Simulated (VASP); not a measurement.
## LiCl: relaxation of cell and atoms with PBEsol

LiCl:

```
CELL_PARAMETERS angstrom
3.92538 0.00000 0.00000
-1.96269 3.39948 0.00000
0.00000 0.00000 6.28939
ATOMIC_POSITIONS crystal
Li 0.66667 0.33333 0.87779
Li 0.33333 0.66667 0.37779
Cl 0.66667 0.33333 0.49721
Cl 0.33333 0.66667 0.99721
```

```yaml
Program: VASP 6.6.1
Task: relaxation of cell and atoms
Functional: PBEsol
Potentials_or_basis: VASP PAW PBE potentials, release 64 (Li_sv, Cl)
Cutoff: 600 eV
k_mesh: 12 × 12 × 4
Occupations: fermi-dirac, width 0.02 eV
Spin: no spin polarisation
Dipole_correction: no
Further_INCAR_settings: ALGO = Normal; EDIFF = 1e-07; IBRION = 2; EDIFFG = -0.005; NSW = 80; ISIF = 3
```

```yaml
Relaxed_volume: 20.13 Å³/atom
Relaxed_cell: a = 3.879 Å, b = 3.879 Å, c = 6.177 Å, α = 90.00°, β = 90.00°, γ = 120.00°
Space_group_after_relaxing_to_0.1_Å: P6_3mc (No. 186)
Energy_gained_by_relaxing: 2.7 meV/atom
Ionic_steps: 7
Pressure_after_relaxing: 0.0 GPa
Largest_force_after_relaxing: 0.004 eV/Å
Band_gap_on_the_k_mesh: 5.85 eV
```

Forces on the atoms (eV/Å):
```
Li   0.000  0.000  0.004
Li   0.000  0.000  0.004
Cl   0.000  0.000 -0.004
Cl   0.000  0.000 -0.004
```

Step by step:
```tsv
step	energy change (eV)	largest force (eV/Å)	pressure (GPa)	volume (Å³)
1	0.0000	0.0029	-0.98	83.93
2	-0.0075	0.0047	-0.56	82.38
3	-0.0108	0.0071	-0.02	80.58
4	-0.0108	0.0073	0.00	80.51
5	-0.0109	0.0068	0.00	80.51
6	-0.0109	0.0058	0.00	80.51
7	-0.0110	0.0039	0.00	80.51
```

Final structure:
```yaml
crystal:
  lattice:
    - [3.87934, 0.00000, 0.00000]
    - [-1.93967, 3.35961, 0.00000]
    - [0.00000, 0.00000, 6.17729]
  atoms:
    - { symbol: Li, position: [0.66667, 0.33333, 0.87854] }
    - { symbol: Li, position: [0.33333, 0.66667, 0.37854] }
    - { symbol: Cl, position: [0.66667, 0.33333, 0.49646] }
    - { symbol: Cl, position: [0.33333, 0.66667, 0.99646] }
```

Levels at points of the mesh, in eV from the valence-band top:
| k point | band 8 | band 9 | band 10 | band 11 | band 12 | band 13 |
| --- | --- | --- | --- | --- | --- | --- |
| (0.00, 0.00, 0.00) | -0.10 | -0.10 | 0.00 | 5.85 | 8.12 | 9.85 |
| (0.50, 0.00, 0.00) | -1.01 | -0.65 | -0.39 | 7.69 | 7.81 | 9.04 |
| (0.00, 0.00, 0.50) | -0.28 | -0.28 | -0.28 | 7.20 | 7.20 | 10.06 |
| (0.50, 0.00, 0.50) | -0.72 | -0.63 | -0.63 | 7.21 | 7.21 | 9.81 |

Run time: 110 s on 1 thread of Intel(R) Xeon(R) 6975P-C (Granite Rapids), with other jobs on the host, peak memory 0.25 GiB.

Caveat: the cutoff is under 1.25 times the usual one of these potentials, so pressure, stress and relaxed cells hold a basis-set (Pulay) error; the PAW data sets were made with another functional, which shifts forces and pressure a little. A k mesh can miss the band edges.
